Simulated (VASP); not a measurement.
# AlRu (P4/mmm) in VASP: notebook, part 2 of 2

VASP 6.6.1.

## (3) Single point, PBEsol (strain +0.0300 x Voigt [1, 0, 0, 0, 0, 0])

File INCAR:

```
ALGO = Fast ; EDIFF = 1E-6
ENCUT = 520 ; GGA = PS
ISIF = 2 ; ISMEAR = 0
LASPH = T ; LCHARG = F
LREAL = F ; LWAVE = F
NBANDS = 16 ; NELM = 60
PREC = Accurate ; SIGMA = 0.15
```

File KPOINTS:

```
k-points
0
Gamma
  16 16 16
```

File POSCAR:

```
AlRu
1.0
    3.0813480000      0.0000000000      0.0000000000
    0.0000000000      2.9916000000      0.0000000000
    0.0000000000      0.0000000000      2.9916000000
Al Ru
1 1
Direct
    0.0000000000      0.0000000000      0.0000000000
    0.5000000000      0.5000000000      0.5000000000
```

Potentials or basis: VASP PAW PBE potentials, release 64 (Al, Ru_pv).

Launch:

```
$ cat potpaw_PBE.64/Al/POTCAR potpaw_PBE.64/Ru_pv/POTCAR > POTCAR
$ mpirun -np 1 vasp_std > vasp.out
```

Wall time 1.9 min (1 thread of Intel Xeon 8259CL, shared host); peak memory 0.28 GiB.

The run converged. Its results:

```yaml
Free_energy: -15.4854 eV
Pressure: -8.9 GPa
Band_gap_on_the_k_mesh: zero (an odd number of electrons rules out a gap without spin polarisation)
```

Stress tensor (GPa, compression positive):
```
-11.85   0.00   0.00
  0.00  -7.36   0.00
  0.00   0.00  -7.36
```

Levels at points of the mesh, in eV from the Fermi level:
| k point | band 7 | band 8 | band 9 | band 10 | band 11 | band 12 |
| --- | --- | --- | --- | --- | --- | --- |
| (0.00, 0.00, 0.00) | 0.11 | 0.11 | 0.28 | 5.33 | 6.21 | 6.21 |
| (0.50, 0.00, 0.00) | -1.43 | -1.43 | 0.49 | 1.83 | 7.47 | 11.07 |
| (0.00, 0.50, 0.00) | -1.78 | -1.45 | 0.37 | 2.32 | 7.42 | 10.33 |
| (0.50, 0.50, 0.00) | -1.32 | -1.08 | -0.99 | 1.36 | 4.95 | 5.90 |
| (0.00, 0.50, 0.50) | -1.30 | -1.26 | -1.26 | 1.56 | 5.32 | 6.07 |
| (0.50, 0.50, 0.50) | 1.42 | 1.63 | 2.41 | 3.90 | 4.07 | 4.07 |

Caveat: the cell differs from its parent crystal (strain +0.0300 x Voigt [1, 0, 0, 0, 0, 0]); the cell stands under tension; the PAW data sets were made with another functional, which shifts forces and pressure a little.

## (4) Single point, PBEsol (strain +0.0450 x Voigt [1, 0, 0, 0, 0, 0])

File INCAR:

```
SYSTEM = AlRu
  ALGO = Fast
  EDIFF = 1E-6
  ENCUT = 520
  GGA = PS
  ISIF = 2
  ISMEAR = 0
  LASPH = .True.
  LCHARG = .True.
  LELF = .True.
  LREAL = .False.
  LVHAR = .True.
  LWAVE = .False.
  NBANDS = 16
  NELM = 60
  PREC = Accurate
  SIGMA = 0.15
```

File KPOINTS:

```
k-points
0
Gamma
  16 16 16
  0 0 0
```

POSCAR: that of step 3 with these lines changed.

```diff
@@ -2,3 +2,3 @@
 1.0
-    3.0813480000      0.0000000000      0.0000000000
+    3.1262220000      0.0000000000      0.0000000000
     0.0000000000      2.9916000000      0.0000000000
```

Launch:

```
$ cat potpaw_PBE.64/Al/POTCAR potpaw_PBE.64/Ru_pv/POTCAR > POTCAR
$ mpirun -np 1 vasp_std > vasp.out
```

Run time: 2.4 min. Hardware: 1 thread of Intel Xeon 8259CL, shared host; peak memory 0.28 GiB.

The run converged. Its results:

```
Free energy            : -15.4514 eV
Pressure               : -11.3 GPa
Band gap on the k mesh : zero (an odd number of electrons rules out a gap without spin polarisation)
```

Stress tensor (GPa, compression positive):
```
-15.50   0.00   0.00
  0.00  -9.18   0.00
  0.00   0.00  -9.18
```

Levels at points of the mesh, in eV from the Fermi level:
```
           k point  band 7  band 8  band 9  band 10  band 11  band 12
(0.00, 0.00, 0.00)    0.08    0.08    0.33     4.99     6.28     6.28
(0.50, 0.00, 0.00)   -1.35   -1.35    0.51     1.62     7.49    11.11
(0.00, 0.50, 0.00)   -1.86   -1.38    0.34     2.34     7.40    10.02
(0.50, 0.50, 0.00)   -1.29   -1.04   -0.91     1.28     4.82     5.71
(0.00, 0.50, 0.50)   -1.35   -1.20   -1.20     1.58     5.35     5.96
(0.50, 0.50, 0.50)    1.33    1.64    2.32     3.82     4.06     4.06
```

Caveat: the cell differs from its parent crystal (strain +0.0450 x Voigt [1, 0, 0, 0, 0, 0]); the stress differs along the axes, from -15 to -9 GPa; the PAW data sets were made with another functional, which shifts forces and pressure a little.

## (5) Single point, PBEsol (strain +0.0525 x Voigt [1, 0, 0, 0, 0, 0])

File INCAR:

```
PREC     = Accurate       # precision mode
ENCUT    = 520            # plane-wave cutoff, eV
EDIFF    = 1E-7           # SCF threshold, eV
ISMEAR   = 0              # smearing method
SIGMA    = 0.15           # smearing width, eV
LREAL    = False          # projectors in reciprocal space
LASPH    = True           # aspherical terms in the spheres
NELM     = 100            # most SCF steps
ALGO     = Fast           # electronic algorithm
ISIF     = 2              # what is computed and relaxed
LWAVE    = False          # write WAVECAR
LCHARG   = True           # write CHGCAR
GGA      = PS             # functional
LELF     = True           # ELF
LVHAR    = True         
NBANDS   = 16             # bands
```

File KPOINTS:

```
regular mesh
0
Gamma
  16 16 16
```

POSCAR: that of step 4 with these lines changed.

```diff
@@ -2,3 +2,3 @@
 1.0
-    3.1262220000      0.0000000000      0.0000000000
+    3.1486590000      0.0000000000      0.0000000000
     0.0000000000      2.9916000000      0.0000000000
```

Launch:

```
$ cat potpaw_PBE.64/Al/POTCAR potpaw_PBE.64/Ru_pv/POTCAR > POTCAR
$ mpirun -np 1 vasp_std > vasp.out
```

It took 2.6 min on 1 thread of Intel Xeon 8259CL, shared host; peak memory 0.28 GiB.

It converged, with:

```yaml
Free_energy: -15.4311 eV
Pressure: -12.3 GPa
Band_gap_on_the_k_mesh: zero (an odd number of electrons rules out a gap without spin polarisation)
```

Stress tensor (GPa, compression positive):
```
-17.08   0.00   0.00
  0.00  -9.94   0.00
  0.00   0.00  -9.94
```

Levels at points of the mesh, in eV from the Fermi level:
| k point | band 6 | band 7 | band 8 | band 9 | band 10 | band 11 | band 12 | band 13 |
| --- | --- | --- | --- | --- | --- | --- | --- | --- |
| (0.00, 0.00, 0.00) | -3.34 | 0.07 | 0.07 | 0.35 | 4.83 | 6.31 | 6.31 | 10.57 |
| (0.50, 0.00, 0.00) | -2.73 | -1.32 | -1.32 | 0.52 | 1.52 | 7.50 | 11.13 | 11.13 |
| (0.00, 0.50, 0.00) | -2.56 | -1.89 | -1.34 | 0.33 | 2.35 | 7.38 | 9.87 | 11.16 |
| (0.50, 0.50, 0.00) | -1.61 | -1.28 | -1.02 | -0.87 | 1.24 | 4.76 | 5.62 | 10.57 |
| (0.00, 0.50, 0.50) | -1.37 | -1.37 | -1.17 | -1.17 | 1.59 | 5.36 | 5.91 | 9.47 |
| (0.50, 0.50, 0.50) | -4.35 | 1.28 | 1.65 | 2.28 | 3.78 | 4.06 | 4.06 | 7.83 |

Caveat: the cell differs from its parent crystal (strain +0.0525 x Voigt [1, 0, 0, 0, 0, 0]); the stress differs along the axes, from -17 to -10 GPa; the PAW data sets were made with another functional, which shifts forces and pressure a little.

## (6) Single point, PBEsol (strain +0.0600 x Voigt [1, 0, 0, 0, 0, 0])

File INCAR:

```
SYSTEM = AlRu
PREC     = Accurate       ! precision mode
ENCUT    = 520            ! plane-wave cutoff, eV
EDIFF    = 1E-7           ! SCF threshold, eV
ISMEAR   = 0              ! smearing method
SIGMA    = 0.15           ! smearing width, eV
LREAL    = .FALSE.        ! projectors in reciprocal space
LASPH    = .TRUE.         ! aspherical terms in the spheres
NELM     = 80             ! most SCF steps
ALGO     = Fast           ! electronic algorithm
ISIF     = 2              ! what is computed and relaxed
LWAVE    = .FALSE.        ! write WAVECAR
LCHARG   = .TRUE.         ! write CHGCAR
GGA      = PS             ! functional
LELF     = .TRUE.         ! ELF
LVHAR    = .TRUE.       
NBANDS   = 16             ! bands
```

File KPOINTS:

```
regular mesh
0
G
  16 16 16
  0 0 0
```

POSCAR: that of step 5 with these lines changed.

```diff
@@ -2,3 +2,3 @@
 1.0
-    3.1486590000      0.0000000000      0.0000000000
+    3.1710960000      0.0000000000      0.0000000000
     0.0000000000      2.9916000000      0.0000000000
```

Potentials or basis: VASP PAW PBE potentials, release 64 (Al, Ru_pv).

Launch:

```
$ cat potpaw_PBE.64/Al/POTCAR potpaw_PBE.64/Ru_pv/POTCAR > POTCAR
$ mpirun -np 1 vasp_std > vasp.out
```

Wall time 2.6 min (1 thread of Intel Xeon 8259CL, shared host); peak memory 0.28 GiB.

It converged, with:

```yaml
Free_energy: -15.4088 eV
Pressure: -13.4 GPa
Band_gap_on_the_k_mesh: zero (an odd number of electrons rules out a gap without spin polarisation)
```

Stress tensor (GPa, compression positive):
```
-18.67   0.00   0.00
  0.00 -10.76   0.00
  0.00   0.00 -10.76
```

Levels at points of the mesh, in eV from the Fermi level:
```csv
k point,band 5,band 6,band 7,band 8,band 9,band 10,band 11,band 12,band 13,band 14
"(0.00, 0.00, 0.00)",-3.34,-3.31,0.05,0.05,0.37,4.67,6.34,6.34,10.52,10.53
"(0.50, 0.00, 0.00)",-5.69,-2.72,-1.28,-1.28,0.53,1.43,7.50,11.15,11.15,12.11
"(0.00, 0.50, 0.00)",-5.20,-2.53,-1.93,-1.31,0.32,2.36,7.37,9.72,11.19,11.50
"(0.50, 0.50, 0.00)",-2.96,-1.64,-1.26,-1.00,-0.84,1.19,4.70,5.53,10.56,14.29
"(0.00, 0.50, 0.50)",-2.75,-1.40,-1.40,-1.15,-1.15,1.60,5.37,5.85,9.32,13.48
"(0.50, 0.50, 0.50)",-4.31,-4.31,1.24,1.65,2.24,3.74,4.05,4.05,7.73,7.73
```

Caveat: the cell differs from its parent crystal (strain +0.0600 x Voigt [1, 0, 0, 0, 0, 0]); the stress differs along the axes, from -19 to -11 GPa; the PAW data sets were made with another functional, which shifts forces and pressure a little.

## (7) Summary

```csv
cell,further INCAR settings,gap on the mesh (eV),pressure (GPa)
"a = 3.036, b = 2.992, c = 2.992 Å, 2 atoms",ALGO = Fast; EDIFF = 1e-06; NBANDS = 16,none,-6.2
"a = 3.081, b = 2.992, c = 2.992 Å, 2 atoms",ALGO = Fast; EDIFF = 1e-06; NBANDS = 16,none,-8.9
"a = 3.126, b = 2.992, c = 2.992 Å, 2 atoms",ALGO = Fast; EDIFF = 1e-06; NBANDS = 16,none,-11.3
"a = 3.149, b = 2.992, c = 2.992 Å, 2 atoms",ALGO = Fast; EDIFF = 1e-07; NBANDS = 16,none,-12.3
"a = 3.171, b = 2.992, c = 2.992 Å, 2 atoms",ALGO = Fast; EDIFF = 1e-07; NBANDS = 16,none,-13.4
```

Alike in all rows: task single point; level PBEsol; potentials or basis VASP PAW PBE potentials, release 64 (Al, Ru_pv); no spin polarisation; k mesh 16 × 16 × 16; cutoff (eV) 520; smearing gaussian 0.15 eV.

Caveats: the PAW data sets were made with another functional, which shifts forces and pressure a little; the cell stands under tension (at least some runs); the stress differs along the axes, from -15 to -9 GPa (at least some runs); the stress differs along the axes, from -17 to -10 GPa (at least some runs); the stress differs along the axes, from -19 to -11 GPa (at least some runs).

Total energies depend on the potentials used, so only differences within one code and one set of settings carry meaning.
